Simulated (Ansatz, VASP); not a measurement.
## SrTiO3: VASP beside Ansatz

File INCAR:

```
SYSTEM = SrTiO3
ALGO = Normal
EDIFF = 1E-6
ENCUT = 520
GGA = PE
ISIF = 2
ISMEAR = -1
LASPH = .TRUE.
LCHARG = .FALSE.
LREAL = .FALSE.
LWAVE = .FALSE.
NBANDS = 28
NELM = 80
PREC = Accurate
SIGMA = 0.02
```

KPOINTS

```
k-points
0
G
  6 6 6
  0 0 0
```

File POSCAR:

```
SrTiO3
1.0
    3.9068515106      0.0000000000      0.0000000000
    0.0000000000      3.9068515106      0.0000000000
    0.0000000000      0.0000000000      3.8091802228
Sr Ti O
1 1 3
Direct
    0.0000000000      0.0000000000      0.0000000000
    0.5000000000      0.5000000000      0.5000000000
    0.5000000000      0.5000000000      0.0000000000
    0.5000000000      0.0000000000      0.5000000000
    0.0000000000      0.5000000000      0.5000000000
```

Input for Ansatz:

```yaml
crystal:
  lattice:
    - [3.9068515106, 0.0, 0.0]
    - [0.0, 3.9068515106, 0.0]
    - [0.0, 0.0, 3.8091802228]
  atoms:
    - { symbol: Sr, position: [0.0, 0.0, 0.0] }
    - { symbol: Ti, position: [0.5, 0.5, 0.5] }
    - { symbol: O, position: [0.5, 0.5, 0.0] }
    - { symbol: O, position: [0.5, 0.0, 0.5] }
    - { symbol: O, position: [0.0, 0.5, 0.5] }
kpoints:
  mp_grid: { grid: [6, 6, 6] }
  band_path:
    path: [[0.0, 0.0, 0.0], [0.0, 0.5, 0.0], [0.5, 0.5, 0.0], [0.5, 0.5, 0.5]]
    npoints: 1
hamiltonian:
  xc: pbe
scf:
  occupations: { method: fermi_dirac, width: 0.02 }
  n_extra_bands: 5
output:
  forces: true
  stress: true
  eigenvalues: true
```

Change from the starting cell: uniaxial_z strain -2.5%.

Alike in both runs: task single point; functional PBE; k mesh 6 × 6 × 6; occupations fermi-dirac, width 0.02 eV; no spin polarisation.

|  | VASP | Ansatz |
| --- | --- | --- |
| version | VASP 6.6.1 | Ansatz 0.2.0 |
| potentials or method | VASP PAW PBE potentials, release 64 (Sr_sv, Ti_sv, O) | plane waves, PAW |
| plane-wave cutoff (eV) | 520 | 420 |
| valence electrons in the cell | 40 | 40 |

|  | VASP | Ansatz | Ansatz less VASP |
| --- | --- | --- | --- |
| gap on the k mesh at the Fermi level (eV) | 1.85 | 1.89 | +0.034 |
| pressure (GPa) | 10.0 | 9.3 | -0.72 |
| traceless stress, the component that is largest in VASP (GPa) | 4.75 | 4.68 | -0.068 |

With one functional, cell and mesh, what is left measures potentials, basis and numerics.
